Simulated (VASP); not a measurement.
A run of VASP 6.6.1:

Contents of POSCAR:

```
Pt
1.0
   -1.5842200000      1.5842200000      1.5842200000
    1.5842200000     -1.5842200000      1.5842200000
    1.5842200000      1.5842200000     -1.5842200000
Pt
1
Direct
    0.0000000000      0.0000000000      0.0000000000
```

Contents of INCAR.step1:

```
SYSTEM = Pt
PREC = Accurate
ENCUT = 520
ISMEAR = -1
SIGMA = 0.08
LREAL = .False.
LASPH = .True.
NELM = 150
ISPIN = 2
MAGMOM = 1.4
NUPDOWN = 1.4
LMAXMIX = 4
NBANDS = 15
GGA = PE
ALGO = Normal
EDIFF = 1E-4
LWAVE = .True.
LCHARG = .False.
```

INCAR.step2

```
SYSTEM = Pt
PREC = Accurate
ENCUT = 520
EDIFF = 1E-7
ISMEAR = -1
SIGMA = 0.08
LREAL = .False.
LASPH = .True.
NELM = 150
ALGO = Normal
ISIF = 2
LWAVE = .False.
LCHARG = .True.
ISPIN = 2
MAGMOM = 1.4
LORBIT = 11
NUPDOWN = 1.4
LMAXMIX = 4
METAGGA = R2SCAN
LMIXTAU = .True.
LELF = .True.
LVHAR = .True.
NBANDS = 15
ISTART = 1
```

Contents of KPOINTS:

```
Automatic mesh
0
Gamma
  13 13 13
  0 0 0
```

Potentials or basis: VASP PAW PBE potentials, release 64 (Pt).

Run with:

```bash
$ cat potpaw_PBE.64/Pt/POTCAR > POTCAR
$ cp INCAR.step1 INCAR
$ mpirun -np 1 vasp_std > vasp.out
$ cp INCAR.step2 INCAR
$ mpirun -np 1 vasp_std > vasp.out
```

Hardware: 1 thread of AMD EPYC 9R45 (Zen 5), on a shared host.

Q: Estimate the wall time of this run.

A: Wall time 2.3 min on 1 thread of AMD EPYC 9R45 (Zen 5), on a shared host, peak memory 0.12 GiB. Counts: k points 84.
